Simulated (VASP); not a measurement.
A run of VASP 6.6.1 is set up as follows.

INCAR

```
PREC     = Accurate       # precision mode
ENCUT    = 520            # plane-wave cutoff, eV
EDIFF    = 1E-8           # SCF threshold, eV
ISMEAR   = -1             # smearing method
SIGMA    = 0.03           # smearing width, eV
LREAL    = False          # projectors in reciprocal space
LASPH    = True           # aspherical terms in the spheres
NELM     = 100            # most SCF steps
ALGO     = Normal         # electronic algorithm
ISIF     = 2              # what is computed and relaxed
LWAVE    = False          # write WAVECAR
LCHARG   = False          # write CHGCAR
GGA      = PE             # functional
LEFG     = True         
NBANDS   = 32             # bands
```

Contents of KPOINTS:

```
Automatic mesh
0
Gamma
  6 6 6
```

POSCAR

```
Bi2Se3
1.0
    2.0645711538      1.1919807114      9.5134055809
   -2.0645711538      1.1919807114      9.5134055809
    0.0000000000     -2.3839614228      9.5134055809
Bi Se
2 3
Direct
    0.4008000000      0.4008000000      0.4008000000
    0.5992000000      0.5992000000      0.5992000000
    0.0000000000      0.0000000000      0.0000000000
    0.2117000000      0.2117000000      0.2117000000
    0.7883000000      0.7883000000      0.7883000000
```

Potentials or basis: VASP PAW PBE potentials, release 64 (Bi_d, Se).

Command:

```console
$ cat potpaw_PBE.64/Bi_d/POTCAR potpaw_PBE.64/Se/POTCAR > POTCAR
$ mpirun -np 1 vasp_std > vasp.out
```

What does it give for the band gap on the k mesh?

0.21 eV.

Predict the largest force.

0.269 eV/Å.

Electric field gradients, principal values (V/Å²):
```
atom    least   middle  greatest (by size)
1 Bi   -2.658   -2.658               5.317
2 Bi   -2.658   -2.658               5.317
3 Se  -36.857  -36.857              73.714
4 Se    7.782    7.782             -15.563
5 Se    7.782    7.782             -15.563
```

Caveat: without QUAD_EFG the Cq values of the log hold for a quadrupole moment of 1 mb, not for the nuclei; spin-orbit coupling is left out, which moves the levels of the heavy elements. A k mesh can miss the band edges.
